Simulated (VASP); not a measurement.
# WS2 in VASP: single point with PBE

Aim: the single point of WS2 with PBE.

All numbers are computed with VASP 6.6.1; they aren't measurements. Logs are shortened: lines on timing, memory, paths and dates and some standing lists are left out, and cuts for length are marked.

## (1) The cell of the first run

The cell holds a slab with vacuum, 6 atoms: a = 3.183 Å, b = 3.183 Å, c = 23.669 Å, α = 90.00°, β = 90.00°, γ = 120.00°.

## (2) Single point, PBE

INCAR reads:

```
PREC     = Accurate       # precision mode
ENCUT    = 520            # plane-wave cutoff, eV
EDIFF    = 1E-7           # SCF threshold, eV
ISMEAR   = 0              # smearing method
SIGMA    = 0.1            # smearing width, eV
LREAL    = F              # projectors in reciprocal space
LASPH    = T              # aspherical terms in the spheres
NELM     = 100            # most SCF steps
ALGO     = Normal         # electronic algorithm
ISIF     = 2              # what is computed and relaxed
LWAVE    = F              # write WAVECAR
LCHARG   = T              # write CHGCAR
GGA      = PE             # functional
LELF     = T              # ELF
LVHAR    = T            
NBANDS   = 35             # bands
```

KPOINTS reads:

```
regular mesh
0
Gamma
  6 6 1
```

POSCAR reads:

```
WS2
1.0
    3.1832084600      0.0000000000      0.0000000000
   -1.5916042300      2.7567393900      0.0000000000
    0.0000000000      0.0000000000     23.6687641100
W S
2 4
Direct
    0.3333333300      0.6666666700      0.6373175400
    0.6666666700      0.3333333300      0.3626824600
    0.3333333300      0.6666666700      0.2968161100
    0.6666666700      0.3333333300      0.5714418300
    0.3333333300      0.6666666700      0.4285581700
    0.6666666700      0.3333333300      0.7031838900
```

Potentials or basis: VASP PAW PBE potentials, release 64 (W_sv, S).

On the command line:

```sh
$ cat potpaw_PBE.64/W_sv/POTCAR potpaw_PBE.64/S/POTCAR > POTCAR
$ mpirun -np 1 vasp_std > vasp.out
```

OUTCAR:

```text
PREC = Accurate
   ENCUT = 520
   EDIFF = 1E-7
   ISMEAR = 0
   LREAL = F
   LASPH = T
   NELM = 100
   ISIF = 2
   GGA = PE

 ion  position               nearest neighbor table
   1  0.333  0.667  0.637-   6 2.41   6 2.41   6 2.41   4 2.41   4 2.41   4 2.41
   2  0.667  0.333  0.363-   3 2.41   3 2.41   3 2.41   5 2.41   5 2.41   5 2.41
   3  0.333  0.667  0.297-   2 2.41   2 2.41   2 2.41
   4  0.667  0.333  0.571-   1 2.41   1 2.41   1 2.41
   5  0.333  0.667  0.429-   2 2.41   2 2.41   2 2.41
   6  0.667  0.333  0.703-   1 2.41   1 2.41   1 2.41

  LATTYP: Found a hexagonal cell.
 ALAT       =     3.1832084600
 C/A-ratio  =     7.4355055308

  Lattice vectors:

 A1 = (   3.1832084600,   0.0000000000,   0.0000000000)
 A2 = (  -1.5916042300,   2.7567393900,   0.0000000000)
 A3 = (   0.0000000000,   0.0000000000,  23.6687641100)

Analysis of symmetry for initial positions (statically):
=====================================================================
 Subroutine PRICEL returns:
 Original cell was already a primitive cell.

 Routine SETGRP: Setting up the symmetry group for a
 hexagonal supercell.

 Subroutine GETGRP returns: Found 12 space group operations
 (whereof 12 operations were pure point group operations)
 out of a pool of 24 trial point group operations.

The static configuration has the point symmetry D_3d.

Analysis of symmetry for dynamics (positions and initial velocities):
=====================================================================
 Subroutine PRICEL returns:
 Original cell was already a primitive cell.

 Routine SETGRP: Setting up the symmetry group for a
 hexagonal supercell.

 Subroutine GETGRP returns: Found 12 space group operations
 (whereof 12 operations were pure point group operations)
 out of a pool of 24 trial point group operations.

The dynamic configuration has the point symmetry D_3d.

 Subroutine INISYM returns: Found 12 space group operations
 (whereof 12 operations are pure point group operations),
 and found     1 'primitive' translations

----------------------------------------------------------------------------------------

                                     Primitive cell
[... 79 lines left out ...]
   ENCUT  =  520.0 eV  38.22 Ry    6.18 a.u.   5.92  5.92 44.01*2*pi/ulx,y,z
   NELM   =    100;   NELMIN=  2; NELMDL= -5     # of ELM steps
   EDIFF  = 0.1E-06   stopping-criterion for ELM
   LREAL  =      F    real-space projection
   EDIFFG = 0.1E-05   stopping-criterion for IOM
   NSW    =      0    number of steps for IOM
   IBRION =     -1    ionic relax: 0-MD 1-quasi-New 2-CG
   NFREE  =      0    steps in history (QN), initial steepest desc. (CG)
   ISIF   =      2    stress and relaxation
   ISYM   =      2    0-nonsym 1-usesym 2-fastsym
   POTIM  = 0.5000    time-step for ionic-motion
   TEBEG  =    0.0;   TEEND  =   0.0 temperature during run
   PSTRESS=    0.0 pullay stress
   NELECT =      52.0000    total number of electrons
   NUPDOWN=      -1.0000    fix difference up-down
   EMIN   =  10.00;   EMAX   =-10.00  energy-range for DOS
   EFERMI =   0.00;   METHOD = LEGACY
   ISMEAR =     0;   SIGMA  =   0.10  broadening in eV -4-tet -1-fermi 0-gaus
   EFERMI_NEDOS =   21; number of points for ismear=-14 and -15
   IALGO  =     38    algorithm
   IMIX   =      4    mixing-type and parameters
     AMIX     =   0.40;   BMIX     =  1.00
     AMIX_MAG =   1.60;   BMIX_MAG =  1.00
  volume/ion in A,a.u.               =      34.62       233.60
  Fermi-wavevector in a.u.,A,eV,Ry     =   1.031804  1.949827 14.485024  1.064619
  Thomas-Fermi vector in A             =   2.165970
   LORBIT       =      0    0 simple, 1 ext, 2 COOP (PROOUT), +10 PAW based schemes
   GGA     = PE    functional components
   LHFCALC =     F    Hartree Fock is set to
   AEXX    =    0.0000 exact exchange contribution
   IVDW    =     0    specifies the selected vdW correction
   LEPSILON=     F    determine dielectric tensor
   LRPA    =     F    only Hartree local field effects (RPA)
 non-spin polarized calculation
 Gauss-broadening in eV      SIGMA  =   0.10
  energy-cutoff  :      520.00
  volume of cell :      207.70
 maximum number of plane-waves:      5628
 NGX is ok and might be reduce to    24
   NGX = 11   NGY = 11   NGZ = 89

 number of electron      52.0000000 magnetization

 Free energy of the ion-electron system (eV)
  ---------------------------------------------------
  ext. energy  EPLUGINS =         0.00000000
  ---------------------------------------------------
  free energy    TOTEN  =       -47.32672859 eV

  energy without entropy =      -47.32672859  energy(sigma->0) =      -47.32672859

 E-fermi :   1.5120     XC(G=0):  -6.1264

 val. band max:        1.0373213648   @ k =   0.0000   0.0000   0.0000
 cond. band min:       2.5201804040   @ k =   0.3333   0.3333   0.0000
 fundamental gap:      1.4828590393
 Fermi energy:         1.5120374571

 k-point     1 :       0.0000    0.0000    0.0000
  band No.  band energies     occupation
      1     -73.2864      2.00000
      2     -73.2864      2.00000
      3     -37.5270      2.00000
      4     -37.5270      2.00000
      5     -37.3775      2.00000
      6     -37.3775      2.00000
[... 255 lines left out ...]
     34       6.2639      0.00000
     35       7.5050      0.00000

------------------------ aborting loop because EDIFF is reached ----------------------------------------

  FORCE on cell =-STRESS in cart. coord.  units (eV):
  Direction    XX          YY          ZZ          XY          YZ          ZX
  --------------------------------------------------------------------------------------
  -------------------------------------------------------------------------------------
  Total        0.9054895      0.9054895      1.9151748     -0.0000000      0.0000000     -0.0000000
  in kB        6.9848584      6.9848584     14.7734740     -0.0000000      0.0000000     -0.0000000
  external PRESSURE =       9.5810636 kB  Pullay stress =       0.0000000 kB

 VOLUME and BASIS-vectors are now :
 -----------------------------------------------------------------------------
  energy-cutoff  :      520.00
  volume of cell :      207.70
      direct lattice vectors                 reciprocal lattice vectors
     3.183208460  0.000000000  0.000000000     0.314148449  0.181373692  0.000000000
    -1.591604230  2.756739390  0.000000000     0.000000000  0.362747383  0.000000000
     0.000000000  0.000000000 23.668764110     0.000000000  0.000000000  0.042249777

 POSITION                                       TOTAL-FORCE (eV/Angst)
 -----------------------------------------------------------------------------------
     -0.00000      1.83783     15.08452        -0.000000     -0.000000      0.012167
      1.59160      0.91891      8.58425         0.000000      0.000000     -0.012167
     -0.00000      1.83783      7.02527        -0.000000      0.000000     -0.279094
      1.59160      0.91891     13.52532        -0.000000      0.000000     -0.234255
     -0.00000      1.83783     10.14344         0.000000     -0.000000      0.234255
      1.59160      0.91891     16.64349         0.000000     -0.000000      0.279094
 -----------------------------------------------------------------------------------
    total drift:                                0.000000     -0.000000      0.000000

  FREE ENERGIE OF THE ION-ELECTRON SYSTEM (eV)
  ---------------------------------------------------
  free  energy   TOTEN  =       -47.3267285949 eV

  energy  without entropy=      -47.3267285949  energy(sigma->0) =      -47.32672859
```

stdout:

```text
POSCAR found type information on POSCAR W S
 POSCAR found :  2 types and       6 ions
 scaLAPACK will be used
 LDA part: xc-table for (Slater+PW92), standard interpolation
 POSCAR, INCAR and KPOINTS ok, starting setup
 FFT: planning ... GRIDC
 FFT: planning ... GRID_SOFT
 FFT: planning ... GRID
 WAVECAR not read
 entering main loop
```

Wall time 39 s (1 thread of Intel Xeon 6975P-C (Granite Rapids), shared host); peak memory 0.31 GiB.

What came out:

```yaml
Free_energy: -47.3267 eV
Largest_force: 0.279 eV/Å
Band_gap_on_the_k_mesh: 1.48 eV, indirect (least direct gap 1.77 eV)
```

Forces on the atoms (eV/Å):
```
W    0.000  0.000  0.012
W    0.000  0.000 -0.012
S    0.000  0.000 -0.279
S    0.000  0.000 -0.234
S    0.000  0.000  0.234
S    0.000  0.000  0.279
```

Levels at points of the mesh, in eV from the valence-band top:
```tsv
k point	band 22	band 23	band 24	band 25	band 26	band 27	band 28	band 29	band 30	band 31
(0.00, 0.00, 0.00)	-1.98	-1.97	-1.97	-0.48	0.00	2.58	2.58	2.58	2.58	2.74
(0.50, 0.00, 0.00)	-2.41	-1.64	-1.59	-1.26	-1.22	2.53	2.54	2.96	3.04	3.63
```

Caveat: spin-orbit coupling is left out, which moves the levels of the heavy elements.
